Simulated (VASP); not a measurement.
A run of VASP 6.6.1 is set up as follows.

INCAR

```
SYSTEM = Ga3As3N2
PREC = Accurate
ENCUT = 520
EDIFF = 1E-7
ISMEAR = 0
SIGMA = 0.05
LREAL = .FALSE.
LASPH = .TRUE.
NELM = 60
ALGO = Normal
ISIF = 2
LWAVE = .FALSE.
LCHARG = .FALSE.
LDIPOL = .TRUE.
IDIPOL = 3
DIPOL = 0.5 0.5 0.326
GGA = PE
IVDW = 12
NBANDS = 42
```

KPOINTS

```
Automatic mesh
0
G
  7 5 1
  0 0 0
```

POSCAR

```
Ga3As3N2
1.0
    4.0137031116      0.0000000000      0.0000000000
    0.0000000000      5.6762333758      0.0000000000
    0.0000000000      0.0000000000     22.8852699092
Ga As N
3 3 2
Direct
    0.5000000000      0.5000000000      0.1747849169
    0.0000000000      0.0653835254      0.2732733389
    0.5000000000      0.4894639615      0.3292030243
    0.0000000000      0.2500000000      0.1747849169
    0.5000000000      0.8102208702      0.2554204538
    0.0000000000      0.2887573197      0.3664046761
    0.0000000000      0.5387573197      0.4931237409
    0.0000000000      0.5387573197      0.5411895931
```

Potentials or basis: VASP PAW PBE potentials, release 64 (Ga_d, As, N).

The run is started by

```bash
$ cat potpaw_PBE.64/Ga_d/POTCAR potpaw_PBE.64/As/POTCAR potpaw_PBE.64/N/POTCAR > POTCAR
$ mpirun -np 1 vasp_std > vasp.out
```

Q: Predict the band gap on the k mesh.

A: 0.39 eV (least direct gap 0.75 eV).

Q: What does it give for the largest force?

A: 2.182 eV/Å.

Forces on the atoms (eV/Å):
```
Ga   0.000 -0.317  1.039
Ga   0.000  0.008  0.024
Ga   0.000  0.007 -0.006
As   0.000  0.309 -1.079
As   0.000 -0.007 -0.019
As   0.000 -0.110 -0.095
N    0.000  0.161 -2.044
N    0.000 -0.051  2.181
```

Caveat: the standard files for N, O and F lose accuracy on very short bonds; semilocal functionals underestimate gaps, and a narrow one can read as zero.
